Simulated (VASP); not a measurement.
Write the native input for VASP 6.6.1 that does the following.

| Quantity | Value |
| --- | --- |
| Task | single point |
| Functional | PBE |
| Potentials or basis | VASP PAW PBE potentials, release 64 (Hf_pv, Bi_d, H) |
| Cutoff | 520 eV |
| k mesh | 12 × 12 × 10 |
| Occupations | gaussian, width 0.1 eV |
| Spin | no spin polarisation |
| Dipole correction | no |
| Further INCAR settings | ALGO = Normal; EDIFF = 1e-06; NBANDS = 22 |

The structure of HfBiH2 lies in POSCAR:

```
HfBiH2
1.0
    3.2838837028      0.0000000000      0.0000000000
   -1.6419418514      2.8439267097      0.0000000000
    0.0000000000      0.0000000000      6.2180594887
Hf Bi H
1 1 2
Direct
    0.3333333333      0.6666666667      0.0000000000
    0.6666666667      0.3333333333      0.5000000000
    0.0000000000      0.0000000000      0.1510781978
    0.0000000000      0.0000000000      0.8489218022
```

The cell was built from a structure type or drawn by symmetry, and may not be a known phase.

These files were run (other wordings do the same):

INCAR

```
  PREC = Accurate
  ENCUT = 520
  EDIFF = 1E-6
  ISMEAR = 0
  SIGMA = 0.1
  LREAL = False
  LASPH = True
  NELM = 80
  ALGO = Normal
  ISIF = 2
  LWAVE = False
  LCHARG = False
  GGA = PE
  NBANDS = 22
```

KPOINTS

```
Automatic mesh
0
Gamma
  12 12 10
```

Potentials or basis: VASP PAW PBE potentials, release 64 (Hf_pv, Bi_d, H).

The run is started by

```console
$ cat potpaw_PBE.64/Hf_pv/POTCAR potpaw_PBE.64/Bi_d/POTCAR potpaw_PBE.64/H/POTCAR > POTCAR
$ mpirun -np 1 vasp_std > vasp.out
```

It gave:

* Pressure: -0.4 GPa
* Largest force: 0.015 eV/Å
* Band gap on the k mesh: zero (an odd number of electrons rules out a gap without spin polarisation)

Caveat: spin-orbit coupling is left out, which moves the levels of the heavy elements.

Wall time 47 s on 1 thread of Intel(R) Xeon(R) 6975P-C (Granite Rapids), on a shared host, peak memory 0.28 GiB.
